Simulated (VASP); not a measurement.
# Ir (P6_3/mmc) in VASP: single point with r2SCAN

Aim: the single point of Ir with r2SCAN.

Program: VASP 6.6.1. These are calculated values, not measurements. Logs are shortened: lines on timing, memory, paths and dates and some standing lists are left out, and cuts for length are marked.

## 1. The cell of the first run

It takes space group P6_3/mmc (No. 194, hexagonal). The conventional cell has a = 2.701 Å, b = 2.701 Å, c = 4.373 Å, α = 90.00°, β = 90.00°, γ = 120.00°. Within 3.5 Å of Ir (site symmetry -6m2) lie 12 Ir at 2.69 to 2.70 Å.

This isn't the form of Ir at room conditions, which is fcc.

## 2. Single point, r2SCAN (13.82 Å³/atom)

Contents of POSCAR:

```
Ir
1.0
    2.7012415878      0.0000000000      0.0000000000
   -1.3506207939      2.3393438368      0.0000000000
    0.0000000000      0.0000000000      4.3726029946
Ir
2
Direct
    0.3333333333      0.6666666667      0.7500000000
    0.6666666667      0.3333333333      0.2500000000
```

Contents of INCAR.step1:

```
  ALGO = Normal
  EDIFF = 1E-5
  ENCUT = 620
  GGA = PE
  GGA_COMPAT = False
  ISMEAR = 0
  LASPH = True
  LCHARG = False
  LREAL = False
  LWAVE = True
  NBANDS = 24
  NELM = 120
  PREC = Accurate
  SIGMA = 0.05
```

Contents of INCAR.step2:

```
  ALGO = Normal
  EDIFF = 1E-6
  ENCUT = 620
  GGA_COMPAT = False
  ISIF = 2
  ISMEAR = 0
  ISTART = 1
  LASPH = True
  LCHARG = False
  LMIXTAU = True
  LREAL = False
  LWAVE = False
  METAGGA = R2SCAN
  NBANDS = 24
  NELM = 120
  PREC = Accurate
  SIGMA = 0.05
```

Contents of KPOINTS:

```
k-points
0
Gamma
  18 18 10
```

Potentials or basis: VASP PAW PBE potentials, release 64 (Ir_sv_GW).

The run is started by

```sh
$ cat potpaw_PBE.64/Ir_sv_GW/POTCAR > POTCAR
$ cp INCAR.step1 INCAR
$ mpirun -np 1 vasp_std > vasp.out
$ cp INCAR.step2 INCAR
$ mpirun -np 1 vasp_std > vasp.out
```

OUTCAR:

```text
EDIFF = 1E-6
   ENCUT = 620
   ISIF = 2
   ISMEAR = 0
   ISTART = 1
   LASPH = True
   LREAL = False
   METAGGA = R2SCAN
   NELM = 120
   PREC = Accurate

 ion  position               nearest neighbor table
   1  0.333  0.667  0.750-   2 2.69   2 2.69   2 2.69   2 2.69   2 2.69   2 2.69
   2  0.667  0.333  0.250-   1 2.69   1 2.69   1 2.69   1 2.69   1 2.69   1 2.69

  LATTYP: Found a hexagonal cell.
 ALAT       =     2.7012415878
 C/A-ratio  =     1.6187382181

  Lattice vectors:

 A1 = (   2.7012415878,   0.0000000000,   0.0000000000)
 A2 = (  -1.3506207939,   2.3393438368,   0.0000000000)
 A3 = (   0.0000000000,   0.0000000000,   4.3726029946)

Analysis of symmetry for initial positions (statically):
=====================================================================
 Subroutine PRICEL returns:
 Original cell was already a primitive cell.

 Routine SETGRP: Setting up the symmetry group for a
 hexagonal supercell.

 Subroutine GETGRP returns: Found 24 space group operations
 (whereof 12 operations were pure point group operations)
 out of a pool of 24 trial point group operations.

The static configuration has the point symmetry D_3d.
 The point group associated with its full space group is D_6h.

Analysis of symmetry for dynamics (positions and initial velocities):
=====================================================================
 Subroutine PRICEL returns:
 Original cell was already a primitive cell.

 Routine SETGRP: Setting up the symmetry group for a
 hexagonal supercell.

 Subroutine GETGRP returns: Found 24 space group operations
 (whereof 12 operations were pure point group operations)
 out of a pool of 24 trial point group operations.

The dynamic configuration has the point symmetry D_3d.
 The point group associated with its full space group is D_6h.

 Subroutine INISYM returns: Found 24 space group operations
 (whereof 12 operations are pure point group operations),
 and found     1 'primitive' translations

----------------------------------------------------------------------------------------

                                     Primitive cell

  volume of cell :      27.6311

  direct lattice vectors                    reciprocal lattice vectors
     2.701241588  0.000000000  0.000000000     0.370200135  0.213735147  0.000000000
    -1.350620794  2.339343837  0.000000000     0.000000000  0.427470295  0.000000000
     0.000000000  0.000000000  4.372602995     0.000000000  0.000000000  0.228696729

  length of vectors
     2.701241588  2.701241588  4.372602995     0.427470295  0.427470295  0.228696729

  position of ions in fractional coordinates (direct lattice)
     0.333333333  0.666666667  0.750000000
     0.666666667  0.333333333  0.250000000

  ion indices of the primitive-cell ions
   primitive index   ion index
                 1           1
                 2           2

----------------------------------------------------------------------------------------

 KPOINTS: k-points

Automatic generation of k-mesh.
 Grid dimensions read from file:
 generate k-points for:   18   18   10

 Generating k-lattice:

  Cartesian coordinates                     Fractional coordinates (reciprocal lattice)
     0.020566674  0.011874175  0.000000000     0.055555556  0.000000000  0.000000000
     0.000000000  0.023748350  0.000000000     0.000000000  0.055555556  0.000000000
     0.000000000  0.000000000  0.022869673     0.000000000  0.000000000  0.100000000

  Length of vectors
     0.023748350  0.023748350  0.022869673

  Shift w.r.t. Gamma in fractional coordinates (k-lattice)
     0.000000000  0.000000000  0.000000000

 Subroutine IBZKPT returns following result:
 ===========================================

 Found    222 irreducible k-points:

 Following reciprocal coordinates:
            Coordinates               Weight
  0.000000  0.000000  0.000000      1.000000
  0.055556  0.000000  0.000000      6.000000
  0.111111  0.000000  0.000000      6.000000
  0.166667 -0.000000  0.000000      6.000000
  0.222222  0.000000  0.000000      6.000000
  0.277778 -0.000000  0.000000      6.000000
[... 16 lines left out ...]
  0.333333  0.111111  0.000000     12.000000
  0.388889  0.111111  0.000000     12.000000
 [... further k-points ...]
   k-points           NKPTS =    222   k-points in BZ     NKDIM =    222   number of bands    NBANDS=     24
   number of dos      NEDOS =    301   number of ions     NIONS =      2
   total plane-waves  NPLWV =  20736
   dimension x,y,z NGX =    24 NGY =   24 NGZ =   36
   dimension x,y,z NGXF=    48 NGYF=   48 NGZF=   72
   ions per type =               2
   NGX,Y,Z   is equivalent  to a cutoff of  14.77, 14.77, 13.69 a.u.
   NGXF,Y,Z  is equivalent  to a cutoff of  29.54, 29.54, 27.37 a.u.
 SYSTEM =  unknown system
   PREC   = accura    normal or accurate (medium, high low for compatibility)
   ISTART =      1    job   : 0-new  1-cont  2-samecut
   ICHARG =      0    charge: 1-file 2-atom 10-const
   ISPIN  =      1    spin polarized calculation?
   LNONCOLLINEAR =      F non collinear calculations
   LSORBIT =      F    spin-orbit coupling
   LASPH  =      T    aspherical Exc in radial PAW
   ENCUT  =  620.0 eV  45.57 Ry    6.75 a.u.   5.48  5.48  8.88*2*pi/ulx,y,z
   NELM   =    120;   NELMIN=  2; NELMDL=  0     # of ELM steps
   EDIFF  = 0.1E-05   stopping-criterion for ELM
   LREAL  =      F    real-space projection
   EDIFFG = 0.1E-04   stopping-criterion for IOM
   NSW    =      0    number of steps for IOM
   IBRION =     -1    ionic relax: 0-MD 1-quasi-New 2-CG
   NFREE  =      0    steps in history (QN), initial steepest desc. (CG)
   ISIF   =      2    stress and relaxation
   ISYM   =      2    0-nonsym 1-usesym 2-fastsym
   POTIM  = 0.5000    time-step for ionic-motion
   TEBEG  =    0.0;   TEEND  =   0.0 temperature during run
   PSTRESS=    0.0 pullay stress
   NELECT =      34.0000    total number of electrons
   NUPDOWN=      -1.0000    fix difference up-down
   EMIN   =  10.00;   EMAX   =-10.00  energy-range for DOS
   EFERMI =   0.00;   METHOD = LEGACY
   ISMEAR =     0;   SIGMA  =   0.05  broadening in eV -4-tet -1-fermi 0-gaus
   EFERMI_NEDOS =   21; number of points for ismear=-14 and -15
   IALGO  =     38    algorithm
   IMIX   =      4    mixing-type and parameters
     AMIX     =   0.40;   BMIX     =  1.00
     AMIX_MAG =   1.60;   BMIX_MAG =  1.00
  volume/ion in A,a.u.               =      13.82        93.23
  Fermi-wavevector in a.u.,A,eV,Ry     =   1.754292  3.315132 41.872494  3.077541
  Thomas-Fermi vector in A             =   2.824261
   LORBIT       =      0    0 simple, 1 ext, 2 COOP (PROOUT), +10 PAW based schemes
   METAGGA = R2SCAN    functional components
   LHFCALC =     F    Hartree Fock is set to
   AEXX    =    0.0000 exact exchange contribution
   IVDW    =     0    specifies the selected vdW correction
   LEPSILON=     F    determine dielectric tensor
   LRPA    =     F    only Hartree local field effects (RPA)
 non-spin polarized calculation
 Gauss-broadening in eV      SIGMA  =   0.05
  energy-cutoff  :      620.00
  volume of cell :       27.63
 maximum number of plane-waves:       996
 NGX is ok and might be reduce to    24
   NGX = 11   NGY = 11   NGZ = 17

 number of electron      34.0000000 magnetization

 Free energy of the ion-electron system (eV)
  ---------------------------------------------------
  ext. energy  EPLUGINS =         0.00000000
  ---------------------------------------------------
  free energy    TOTEN  =      -105.60796676 eV

  energy without entropy =     -105.60564835  energy(sigma->0) =     -105.60680756

 E-fermi :  13.2792     XC(G=0): -16.0835

 val. band max:       13.2691807134   @ k =   0.3333   0.1111   0.2000
 cond. band min:      13.2865082175   @ k =   0.3889   0.0000   0.1000
 fundamental gap:      0.0173275041
 Fermi energy:        13.2791932719

 k-point     1 :       0.0000    0.0000    0.0000
  band No.  band energies     occupation
      1     -81.9833      2.00000
      2     -81.8957      2.00000
      3     -38.6961      2.00000
      4     -37.8822      2.00000
      5     -37.8822      2.00000
      6     -37.7557      2.00000
[... 16 lines left out ...]
     23      29.6791      0.00000
     24      30.8560      0.00000

 k-point     2 :       0.0556    0.0000    0.0000
  band No.  band energies     occupation
      1     -81.9809      2.00000
      2     -81.8947      2.00000
      3     -38.6871      2.00000
      4     -37.9029      2.00000
      5     -37.8889      2.00000
      6     -37.7683      2.00000
[... 16 lines left out ...]
     23      29.8512      0.00000
     24      31.0787      0.00000

 k-point     3 :       0.1111    0.0000    0.0000
  band No.  band energies     occupation
      1     -81.9746      2.00000
      2     -81.8919      2.00000
      3     -38.6609      2.00000
      4     -37.9627      2.00000
      5     -37.9081      2.00000
      6     -37.8303      2.00000
[... 16 lines left out ...]
     23      30.3075      0.00000
     24      31.6592      0.00000

 k-point     4 :       0.1667   -0.0000    0.0000
  band No.  band energies     occupation
      1     -81.9646      2.00000
      2     -81.8880      2.00000
      3     -38.6190      2.00000
      4     -38.0544      2.00000
      5     -37.9369      2.00000
      6     -37.9238      2.00000
[... 16 lines left out ...]
     23      30.6644      0.00000
     24      31.7396      0.00000

 k-point     5 :       0.2222    0.0000    0.0000
  band No.  band energies     occupation
      1     -81.9522      2.00000
      2     -81.8831      2.00000
      3     -38.5640      2.00000
      4     -38.1666      2.00000
      5     -38.0362      2.00000
      6     -37.9714      2.00000
[... 451 lines left out ...]
 k-point    22 :       0.2778    0.1111    0.0000
  band No.  band energies     occupation
      1     -81.9207      2.00000
      2     -81.8737      2.00000
      3     -38.4114      2.00000
      4     -38.3859      2.00000
      5     -38.2810      2.00000
      6     -38.0601      2.00000
[... 16 lines left out ...]
     23      26.1202      0.00000
     24      28.6981      0.00000

 k-point    23 :       0.3333    0.1111    0.0000
  band No.  band energies     occupation
      1     -81.9090      2.00000
      2     -81.8720      2.00000
      3     -38.4701      2.00000
      4     -38.3461      2.00000
      5     -38.3438      2.00000
      6     -38.1000      2.00000
[... 16 lines left out ...]
     23      24.7795      0.00000
     24      28.1601      0.00000

 k-point    24 :       0.3889    0.1111    0.0000
  band No.  band energies     occupation
      1     -81.9005      2.00000
      2     -81.8718      2.00000
      3     -38.5248      2.00000
      4     -38.3848      2.00000
      5     -38.2933      2.00000
      6     -38.1257      2.00000
[... 16 lines left out ...]
     23      24.5536      0.00000
     24      27.4152      0.00000

 [... further k-points ...]

------------------------ aborting loop because EDIFF is reached ----------------------------------------

  FORCE on cell =-STRESS in cart. coord.  units (eV):
  Direction    XX          YY          ZZ          XY          YZ          ZX
  --------------------------------------------------------------------------------------
  -------------------------------------------------------------------------------------
  Total        2.0208507      2.0208507      2.1189666      0.0000000      0.0000000      0.0000000
  in kB      117.1783213    117.1783213    122.8675409      0.0000000      0.0000000      0.0000000
  external PRESSURE =     119.0747278 kB  Pullay stress =       0.0000000 kB

 VOLUME and BASIS-vectors are now :
 -----------------------------------------------------------------------------
  energy-cutoff  :      620.00
  volume of cell :       27.63
      direct lattice vectors                 reciprocal lattice vectors
     2.701241588  0.000000000  0.000000000     0.370200135  0.213735147  0.000000000
    -1.350620794  2.339343837  0.000000000     0.000000000  0.427470295  0.000000000
     0.000000000  0.000000000  4.372602995     0.000000000  0.000000000  0.228696729

 POSITION                                       TOTAL-FORCE (eV/Angst)
 -----------------------------------------------------------------------------------
     -0.00000      1.55956      3.27945         0.000000     -0.000000      0.000000
      1.35062      0.77978      1.09315        -0.000000      0.000000      0.000000
 -----------------------------------------------------------------------------------
    total drift:                               -0.000000      0.000000     -0.000000

  FREE ENERGIE OF THE ION-ELECTRON SYSTEM (eV)
  ---------------------------------------------------
  free  energy   TOTEN  =      -105.6079667587 eV

  energy  without entropy=     -105.6056483536  energy(sigma->0) =     -105.60680756
```

Wall time 4.4 min (1 thread of Intel Xeon 6975P-C (Granite Rapids), shared host); peak memory 0.3 GiB.

What came out:

```yaml
Free_energy: -105.6080 eV
Pressure: 11.9 GPa
Band_gap_on_the_k_mesh: zero (bands 17 and 18 overlap by 3.62 eV)
```

Caveat: the cell stands under pressure; the PAW data sets were made with another functional, which shifts forces and pressure a little; spin-orbit coupling is left out, which moves the levels of the heavy elements.
